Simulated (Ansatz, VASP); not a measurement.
## Zr in VASP and in Ansatz

The input INCAR:

```
SYSTEM = Zr
PREC     = Accurate       ! precision mode
ENCUT    = 520            ! plane-wave cutoff, eV
EDIFF    = 1E-8           ! SCF threshold, eV
ISMEAR   = -1             ! smearing method
SIGMA    = 0.05           ! smearing width, eV
LREAL    = .FALSE.        ! projectors in reciprocal space
LASPH    = .TRUE.         ! aspherical terms in the spheres
NELM     = 100            ! most SCF steps
ALGO     = Normal         ! electronic algorithm
ISIF     = 2              ! what is computed and relaxed
LWAVE    = .FALSE.        ! write WAVECAR
LCHARG   = .FALSE.        ! write CHGCAR
GGA      = PE             ! functional
LEFG     = .TRUE.       
NBANDS   = 19             ! bands
```

KPOINTS

```
Automatic mesh
0
G
  10 10 10
  0 0 0
```

Contents of POSCAR:

```
Zr
1.0
    0.0000000000      3.0962301534      3.0962301534
    3.0962301534      0.0000000000      3.0962301534
    3.0962301534      3.0962301534      0.0000000000
Zr
2
Direct
    0.0000000000      0.0000000000      0.0000000000
    0.2500000000      0.2500000000      0.2500000000
```

Input for Ansatz:

```yaml
crystal:
  lattice:
    - [0.0, 3.0962301534, 3.0962301534]
    - [3.0962301534, 0.0, 3.0962301534]
    - [3.0962301534, 3.0962301534, 0.0]
  atoms:
    - { symbol: Zr, position: [0.0, 0.0, 0.0] }
    - { symbol: Zr, position: [0.25, 0.25, 0.25] }
kpoints:
  mp_grid: { grid: [10, 10, 10] }
scf:
  occupations: { method: fermi_dirac, width: 0.05 }
hamiltonian:
  xc: pbe
  pseudopotentials: { kind: paw }
output:
  forces: true
  stress: true
  eigenvalues: true
  efg: { contact_densities: true }
```

Change from the starting cell: volume scaled by 0.96, PAW files.

Alike in both runs: task electric field gradients; functional PBE; k mesh 10 × 10 × 10; occupations fermi-dirac, width 0.05 eV; no spin polarisation.

```csv
,VASP,Ansatz
version,VASP 6.6.1,Ansatz 0.2.0
potentials or method,"VASP PAW PBE potentials, release 64 (Zr_sv)","PAW with Ansatz's default frozen-core files, scalar-relativistic"
plane-wave cutoff (eV),520,420
valence electrons in the cell,24,24
```

Ansatz gave:

```
pressure (GPa) : 1.6
```

Which values does VASP return?

Pressure (GPa): 1.7.
